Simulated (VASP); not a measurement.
Wanted: the native input for a VASP 6.6.1 run.

```yaml
Task: single point
Functional: HSE06
Potentials_or_basis: VASP PAW PBE potentials, release 64 (Cu, O)
Cutoff: 520 eV
k_mesh: 5 × 5 × 3
Occupations: gaussian, width 0.05 eV
Spin: no spin polarisation
Dipole_correction: no
Grid_for_exact_exchange_PRECFOCK: Normal
Further_INCAR_settings: ALGO = Normal; EDIFF = 1e-06; NBANDS = 25
Share_of_exact_exchange: 0.25
Screening_parameter: 0.2079 1/Å
```

Crystal: CuO.

```
CELL_PARAMETERS angstrom
2.34465 -1.71340 0.00000
2.34465 1.71340 0.00000
-0.86055 0.00000 5.05944
ATOMIC_POSITIONS crystal
Cu 0.00320 0.49680 0.00000
Cu 0.49680 0.00320 0.50000
O 0.57140 0.40560 0.25370
O 0.40560 0.57140 0.75370
```

These files were run (other wordings do the same):

POSCAR

```
CuO
1.0
    2.3446500000     -1.7134000000      0.0000000000
    2.3446500000      1.7134000000      0.0000000000
   -0.8605500000      0.0000000000      5.0594400000
Cu O
2 2
Direct
    0.0032000000      0.4968000000      0.0000000000
    0.4968000000      0.0032000000      0.5000000000
    0.5714000000      0.4056000000      0.2537000000
    0.4056000000      0.5714000000      0.7537000000
```

INCAR.step1

```
PREC     = Accurate       # precision mode
ENCUT    = 520            # plane-wave cutoff, eV
EDIFF    = 1E-5           # SCF threshold, eV
ISMEAR   = 0              # smearing method
SIGMA    = 0.05           # smearing width, eV
LREAL    = False          # projectors in reciprocal space
LASPH    = True           # aspherical terms in the spheres
NELM     = 60             # most SCF steps
ALGO     = Normal         # electronic algorithm
ISIF     = 2              # what is computed and relaxed
LWAVE    = True           # write WAVECAR
GGA      = PE             # functional
NBANDS   = 25             # bands
```

INCAR.step2

```
PREC     = Accurate       # precision mode
ENCUT    = 520            # plane-wave cutoff, eV
EDIFF    = 1E-6           # SCF threshold, eV
ISMEAR   = 0              # smearing method
SIGMA    = 0.05           # smearing width, eV
LREAL    = False          # projectors in reciprocal space
LASPH    = True           # aspherical terms in the spheres
NELM     = 60             # most SCF steps
ALGO     = Normal         # electronic algorithm
ISIF     = 2              # what is computed and relaxed
LWAVE    = False          # write WAVECAR
LCHARG   = True           # write CHGCAR
GGA      = PE             # functional
LHFCALC  = True           # exact exchange
HFSCREEN = 0.2079         # screening, 1/A
PRECFOCK = Normal       
LELF     = True           # ELF
LVHAR    = True         
ISTART   = 1            
NBANDS   = 25             # bands
```

KPOINTS

```
Automatic mesh
0
Gamma
  5 5 3
```

Potentials or basis: VASP PAW PBE potentials, release 64 (Cu, O).

Command:

```console
$ cat potpaw_PBE.64/Cu/POTCAR potpaw_PBE.64/O/POTCAR > POTCAR
$ cp INCAR.step1 INCAR
$ mpirun -np 1 vasp_std > vasp.out
$ cp INCAR.step2 INCAR
$ mpirun -np 1 vasp_std > vasp.out
```

Results of the run:

```yaml
Pressure: 0.6 GPa
Largest_force: 0.721 eV/Å
Band_gap_on_the_k_mesh: zero (bands 17 and 18 overlap by 0.30 eV)
```

Caveat: the k points lie up to 0.46 Å⁻¹ apart; the PAW data sets were made with another functional, which shifts forces and pressure a little.

Wall time 60 min on 1 thread of Intel(R) Xeon(R) Platinum 8259CL CPU @ 2.50GHz (Skylake/Cascade Lake) (shared host), peak memory 0.29 GiB.
